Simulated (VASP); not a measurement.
# Si2Mo in VASP: a series of runs

The runs below take Si2Mo through single point, with PBEsol.

All numbers are computed with VASP 6.6.1; they aren't measurements. Logs are shortened: lines on timing, memory, paths and dates and some standing lists are left out, and cuts for length are marked.

**1. The cell of the first run**

The cell holds a slab with vacuum, 9 atoms: a = 3.190 Å, b = 3.190 Å, c = 25.402 Å, α = 90.00°, β = 90.00°, γ = 90.00°.

**2. Single point, PBEsol**

INCAR reads:

```
SYSTEM = Si2Mo
  PREC = Accurate
  ENCUT = 520
  EDIFF = 1E-7
  ISMEAR = 0
  SIGMA = 0.1
  LREAL = .FALSE.
  LASPH = .TRUE.
  NELM = 80
  ALGO = Normal
  ISIF = 2
  LWAVE = .FALSE.
  LCHARG = .TRUE.
  LDIPOL = .TRUE.
  IDIPOL = 3
  DIPOL = 0.5 0.5 0.500
  GGA = PS
  LELF = .TRUE.
  LVHAR = .TRUE.
  LVACPOTAV = .TRUE.
  NBANDS = 43
```

KPOINTS reads:

```
Automatic mesh
0
G
  11 11 1
  0 0 0
```

POSCAR reads:

```
Si2Mo
1.0
    3.1900701696      0.0000000000      0.0000000000
    0.0000000000      3.1900701696      0.0000000000
    0.0000000000      0.0000000000     25.4015074039
Si Mo
6 3
Direct
    0.0000000000      0.0000000000      0.2952580680
    0.0000000000      0.0000000000      0.3968317014
    0.5000000000      0.5000000000      0.4492131833
    0.5000000000      0.5000000000      0.5507868167
    0.0000000000      0.0000000000      0.6031682986
    0.0000000000      0.0000000000      0.7047419320
    0.5000000000      0.5000000000      0.3460448847
    0.0000000000      0.0000000000      0.5000000000
    0.5000000000      0.5000000000      0.6539551153
```

Potentials or basis: VASP PAW PBE potentials, release 64 (Si, Mo_sv).

Started as:

```
cat potpaw_PBE.64/Si/POTCAR potpaw_PBE.64/Mo_sv/POTCAR > POTCAR
mpirun -np 1 vasp_std > vasp.out
```

OUTCAR:

```text
SYSTEM = Si2Mo
   PREC = Accurate
   ENCUT = 520
   EDIFF = 1E-7
   ISMEAR = 0
   LREAL = .FALSE.
   LASPH = .TRUE.
   NELM = 80
   ISIF = 2
   GGA = PS

 ion  position               nearest neighbor table
   1  0.000  0.000  0.295-   2 2.58   7 2.60   7 2.60   7 2.60   7 2.60
   2  0.000  0.000  0.397-   1 2.58   7 2.60   7 2.60   7 2.60   7 2.60   3 2.62   3 2.62   3 2.62
                             3 2.62   8 2.62
   3  0.500  0.500  0.449-   4 2.58   8 2.60   8 2.60   8 2.60   8 2.60   2 2.62   2 2.62   2 2.62
                             2 2.62   7 2.62
   4  0.500  0.500  0.551-   3 2.58   8 2.60   8 2.60   8 2.60   8 2.60   5 2.62   5 2.62   5 2.62
                             5 2.62   9 2.62
   5  0.000  0.000  0.603-   6 2.58   9 2.60   9 2.60   9 2.60   9 2.60   4 2.62   4 2.62   4 2.62
                             4 2.62   8 2.62
   6  0.000  0.000  0.705-   5 2.58   9 2.60   9 2.60   9 2.60   9 2.60
   7  0.500  0.500  0.346-   1 2.60   1 2.60   1 2.60   1 2.60   2 2.60   2 2.60   2 2.60   2 2.60
                             3 2.62
   8  0.000  0.000  0.500-   3 2.60   4 2.60   3 2.60   4 2.60   3 2.60   4 2.60   3 2.60   4 2.60
                             2 2.62   5 2.62
   9  0.500  0.500  0.654-   6 2.60   6 2.60   6 2.60   6 2.60   5 2.60   5 2.60   5 2.60   5 2.60
                             4 2.62

  LATTYP: Found a simple tetragonal cell.
 ALAT       =     3.1900701696
 C/A-ratio  =     7.9626798326

  Lattice vectors:

 A1 = (   3.1900701696,   0.0000000000,   0.0000000000)
 A2 = (   0.0000000000,   3.1900701696,   0.0000000000)
 A3 = (   0.0000000000,   0.0000000000,  25.4015074039)

Analysis of symmetry for initial positions (statically):
=====================================================================
 Subroutine PRICEL returns:
 Original cell was already a primitive cell.

 Routine SETGRP: Setting up the symmetry group for a
 simple tetragonal supercell.

 Subroutine GETGRP returns: Found 16 space group operations
 (whereof 16 operations were pure point group operations)
 out of a pool of 16 trial point group operations.

The static configuration has the point symmetry D_4h.

Analysis of symmetry for dynamics (positions and initial velocities):
=====================================================================
 Subroutine PRICEL returns:
 Original cell was already a primitive cell.

 Routine SETGRP: Setting up the symmetry group for a
 simple tetragonal supercell.

 Subroutine GETGRP returns: Found 16 space group operations
 (whereof 16 operations were pure point group operations)
 out of a pool of 16 trial point group operations.

The dynamic configuration has the point symmetry D_4h.

 Subroutine INISYM returns: Found 16 space group operations
 (whereof 16 operations are pure point group operations),
[... 122 lines left out ...]
   EFERMI_NEDOS =   21; number of points for ismear=-14 and -15
   IALGO  =     38    algorithm
   IMIX   =      4    mixing-type and parameters
     AMIX     =   0.40;   BMIX     =  1.00
     AMIX_MAG =   1.60;   BMIX_MAG =  1.00
  volume/ion in A,a.u.               =      28.72       193.83
  Fermi-wavevector in a.u.,A,eV,Ry     =   1.038571  1.962614 14.675646  1.078630
  Thomas-Fermi vector in A             =   2.173061
   LORBIT       =      0    0 simple, 1 ext, 2 COOP (PROOUT), +10 PAW based schemes
   GGA     = PS    functional components
   LHFCALC =     F    Hartree Fock is set to
   AEXX    =    0.0000 exact exchange contribution
   IVDW    =     0    specifies the selected vdW correction
   LEPSILON=     F    determine dielectric tensor
   LRPA    =     F    only Hartree local field effects (RPA)
 non-spin polarized calculation
 Gauss-broadening in eV      SIGMA  =   0.10
  energy-cutoff  :      520.00
  volume of cell :      258.50
 maximum number of plane-waves:      7026
 NGX is ok and might be reduce to    24
   NGX = 11   NGY = 11   NGZ = 95

 number of electron      66.0000015 magnetization

 dipolmoment           0.000000      0.000000      0.000000 electrons x Angstroem

 Free energy of the ion-electron system (eV)
  ---------------------------------------------------
  ext. energy  EPLUGINS =         0.00000000
  ---------------------------------------------------
  free energy    TOTEN  =       -71.83928306 eV

  energy without entropy =      -71.82519173  energy(sigma->0) =      -71.83223739

 E-fermi :   3.2285     XC(G=0):  -6.6431

 val. band max:        3.2279415078   @ k =   0.4545   0.0909   0.0000
 cond. band min:       3.2888419805   @ k =   0.4545   0.0909   0.0000
 fundamental gap:      0.0609004727
 Fermi energy:         3.2285384450

 k-point     1 :       0.0000    0.0000    0.0000
  band No.  band energies     occupation
      1     -57.1996      2.00000
      2     -57.1996      2.00000
      3     -57.1906      2.00000
      4     -31.3870      2.00000
      5     -31.3726      2.00000
      6     -31.3667      2.00000
[... 955 lines left out ...]
     42       7.0647      0.00000
     43       7.1670      0.00000

------------------------ aborting loop because EDIFF is reached ----------------------------------------

  FORCE on cell =-STRESS in cart. coord.  units (eV):
  Direction    XX          YY          ZZ          XY          YZ          ZX
  --------------------------------------------------------------------------------------
  -------------------------------------------------------------------------------------
  Total       -1.7532015     -1.7532015     -3.2880392      0.0000000      0.0000000      0.0000000
  in kB      -10.8663189    -10.8663189    -20.3792223      0.0000000      0.0000000      0.0000000
  external PRESSURE =     -14.0372867 kB  Pullay stress =       0.0000000 kB

 VOLUME and BASIS-vectors are now :
 -----------------------------------------------------------------------------
  energy-cutoff  :      520.00
  volume of cell :      258.50
      direct lattice vectors                 reciprocal lattice vectors
     3.190070170  0.000000000  0.000000000     0.313472728  0.000000000  0.000000000
     0.000000000  3.190070170  0.000000000     0.000000000  0.313472728  0.000000000
     0.000000000  0.000000000 25.401507404     0.000000000  0.000000000  0.039367742

 POSITION                                       TOTAL-FORCE (eV/Angst)
 -----------------------------------------------------------------------------------
      0.00000      0.00000      7.50000         0.000000      0.000000      0.588166
      0.00000      0.00000     10.08012         0.000000      0.000000     -0.304786
      1.59504      1.59504     11.41069         0.000000      0.000000     -0.365727
      1.59504      1.59504     13.99082         0.000000      0.000000      0.365727
      0.00000      0.00000     15.32138         0.000000      0.000000      0.304786
      0.00000      0.00000     17.90151         0.000000      0.000000     -0.588166
      1.59504      1.59504      8.79006        -0.000000     -0.000000     -0.040571
      0.00000      0.00000     12.70075         0.000000      0.000000      0.000000
      1.59504      1.59504     16.61145        -0.000000     -0.000000      0.040571
 -----------------------------------------------------------------------------------
    total drift:                                0.000000      0.000000      0.000000

  FREE ENERGIE OF THE ION-ELECTRON SYSTEM (eV)
  ---------------------------------------------------
  free  energy   TOTEN  =       -71.8392830556 eV

  energy  without entropy=      -71.8251917342  energy(sigma->0) =      -71.83223739

 vacuum level on the upper side and lower side of the slab         7.776         7.776
```

OSZICAR:

```text
N       E                     dE             d eps       ncg     rms          rms(c)
DAV:   1     0.495766223091E+03    0.49577E+03   -0.36046E+04  2214   0.133E+03
DAV:   2    -0.519733745480E+02   -0.54774E+03   -0.53091E+03  2167   0.344E+02
DAV:   3    -0.748725623287E+02   -0.22899E+02   -0.22137E+02  2324   0.611E+01
[... 19 lines left out ...]
DAV:  23    -0.718392711949E+02   -0.11269E-04   -0.51733E-07  1733   0.144E-03    0.633E-04
DAV:  24    -0.718392806069E+02   -0.94121E-05   -0.70468E-07  1594   0.130E-03    0.351E-04
DAV:  25    -0.718392822858E+02   -0.16789E-05   -0.94529E-08  1604   0.495E-04    0.158E-04
DAV:  26    -0.718392829763E+02   -0.69052E-06   -0.33242E-08  1354   0.298E-04    0.620E-05
DAV:  27    -0.718392830556E+02   -0.79264E-07   -0.43461E-09  1203   0.142E-04
   1 F= -.71839283E+02 E0= -.71832237E+02  d E =-.140913E-01
```

stdout:

```text
POSCAR found type information on POSCAR SiMo
 POSCAR found :  2 types and       9 ions
 scaLAPACK will be used
 -----------------------------------------------------------------------------
[... 23 lines left out ...]
|     Did not find any points to average over, which means that no vacuum     |
|     field-free region was found. Please increase the size of  your cell     |
|     in the dimension of the dipole correction to obtain accurate            |
|     workfunction values.                                                    |
|                                                                             |
 -----------------------------------------------------------------------------
```

It took 9.5 min on 1 thread of Intel Xeon 8259CL, shared host; peak memory 0.43 GiB.

What came out:

| Item | Value |
| --- | --- |
| Free energy | -71.8393 eV |
| Largest force | 0.588 eV/Å |
| Band gap on the k mesh | zero (bands 33 and 34 overlap by 0.83 eV) |

Forces on the atoms (eV/Å):
```
Si   0.000  0.000  0.588
Si   0.000  0.000 -0.305
Si   0.000  0.000 -0.366
Si   0.000  0.000  0.366
Si   0.000  0.000  0.305
Si   0.000  0.000 -0.588
Mo   0.000  0.000 -0.041
Mo   0.000  0.000  0.000
Mo   0.000  0.000  0.041
```

Caveat: the PAW data sets were made with another functional, which shifts forces and pressure a little.

**3. Single point, PBEsol**

INCAR reads:

```
SYSTEM = Si2Mo
ALGO = Normal
DIPOL = 0.5 0.5 0.500
EDIFF = 1E-6
ENCUT = 520
GGA = PS
IDIPOL = 3
ISIF = 2
ISMEAR = 0
LASPH = .True.
LCHARG = .True.
LDIPOL = .True.
LELF = .True.
LREAL = .False.
LVACPOTAV = .True.
LVHAR = .True.
LWAVE = .False.
NBANDS = 43
NELM = 80
PREC = Accurate
SIGMA = 0.1
```

KPOINTS reads:

```
k-points
0
Gamma
  11 11 1
  0 0 0
```

POSCAR reads:

```
Si2Mo
1.0
    3.1900701696      0.0000000000      0.0000000000
    0.0000000000      3.1900701696      0.0000000000
    0.0000000000      0.0000000000     25.4015074039
Si Mo
6 3
Direct
    0.0000000000      0.0000000000      0.2993749721
    0.0000000000      0.0000000000      0.3975143272
    0.5000000000      0.5000000000      0.4486785818
    0.5000000000      0.5000000000      0.5513212987
    0.0000000000      0.0000000000      0.6024857289
    0.0000000000      0.0000000000      0.7006251205
    0.5000000000      0.5000000000      0.3470525566
    0.0000000000      0.0000000000      0.4999995159
    0.5000000000      0.5000000000      0.6529478983
```

Potentials or basis: VASP PAW PBE potentials, release 64 (Si, Mo_sv).

Started as:

```
cat potpaw_PBE.64/Si/POTCAR potpaw_PBE.64/Mo_sv/POTCAR > POTCAR
mpirun -np 1 vasp_std > vasp.out
```

Wall time 9.2 min (1 thread of Intel Xeon 8259CL, shared host); peak memory 0.43 GiB.

Results (log left out):

* Free energy: -71.8993 eV
* Largest force: 0.025 eV/Å
* Band gap on the k mesh: zero (bands 33 and 34 overlap by 0.77 eV)

Forces in eV/Å, atoms in the order of the input:
```
Si   0.000  0.000 -0.025
Si   0.000  0.000  0.000
Si   0.000  0.000 -0.013
Si   0.000  0.000  0.013
Si   0.000  0.000  0.000
Si   0.000  0.000  0.025
Mo   0.000  0.000  0.000
Mo   0.000  0.000  0.000
Mo   0.000  0.000  0.000
```

Levels at points of the mesh, in eV from the Fermi level:
```
           k point  band 31  band 32  band 33  band 34  band 35  band 36
(0.00, 0.00, 0.00)     0.48     0.49     0.65     0.68     0.68     1.10
```

Caveat: the PAW data sets were made with another functional, which shifts forces and pressure a little.

The gap in the log of VASP goes by the Fermi energy; the results here count the filled bands.